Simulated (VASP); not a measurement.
A run of VASP 6.6.1 is set up as follows.

File INCAR:

```
SYSTEM = SrCl2
PREC = Accurate ; ENCUT = 520
EDIFF = 1E-6 ; ISMEAR = 0
SIGMA = 0.05 ; LREAL = .False.
LASPH = .True. ; NELM = 60
ALGO = Normal ; ISIF = 2
LWAVE = .False. ; LCHARG = .False.
GGA = PE ; NBANDS = 19
```

KPOINTS

```
regular mesh
0
Gamma
  6 6 6
  0 0 0
```

File POSCAR:

```
SrCl2
1.0
    0.0000000000      3.5927709873      3.5927709873
    3.5927709873      0.0000000000      3.5927709873
    3.5927709873      3.5927709873      0.0000000000
Sr Cl
1 2
Direct
    0.0000000000      0.0000000000      0.0000000000
    0.2500000000      0.2500000000      0.2500000000
    0.7500000000      0.7500000000      0.7500000000
```

Potentials or basis: VASP PAW PBE potentials, release 64 (Sr_sv, Cl).

Command:

```console
$ cat potpaw_PBE.64/Sr_sv/POTCAR potpaw_PBE.64/Cl/POTCAR > POTCAR
$ mpirun -np 1 vasp_std > vasp.out
```

(1) Estimate the pressure.

(2) Predict the band gap on the k mesh.

Results:

(1) -1.7 GPa.

(2) 5.00 eV (least direct gap 5.31 eV).
